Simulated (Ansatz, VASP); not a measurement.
One calculation of TaC2, two programs

```xyz
3
Lattice="3.2474 0.0000 0.0000 -1.6237 2.8123 0.0000 0.0000 0.0000 3.0243" Properties=species:S:1:pos:R:3 pbc="T T T"
Ta    0.0000    0.0000    0.0000
C     0.0000    1.8749    1.5122
C     1.6237    0.9374    1.5122
```

Change from the starting cell: species swapped into the TiB2 type (P6/mmm, No. 191).

Alike in both runs: task relaxation of cell and atoms; functional PBE; k mesh 18 × 18 × 16; occupations gaussian, width 0.1 eV; no spin polarisation.

|  | VASP | Ansatz |
| --- | --- | --- |
| version | VASP 6.6.1 | Ansatz 0.2.0 |
| potentials or method | VASP PAW PBE potentials, release 64 (Ta_pv, C), cutoff 600 eV | scalar-relativistic, plane waves, PAW |
| valence electrons in the cell | 19 | 21 |

Ansatz gave:

- gap on the k mesh at the Fermi level, each at its own relaxed structure (eV): none
- relaxed volume (Å³/atom): 9.21
- relaxed cell length with the largest relative difference (Å): 3.041

Q: What did VASP give for the same quantities?

A: gap on the k mesh at the Fermi level, each at its own relaxed structure (eV): none; relaxed volume (Å³/atom): 9.23; relaxed cell length with the largest relative difference (Å): 3.044.

A gap of «none» marks a metal or a gap that the smearing closes. VASP's potentials hold 19 valence electrons a cell and Ansatz's 21, so a difference there can come from the potentials and not from the codes.

Spin-orbit coupling is off throughout.
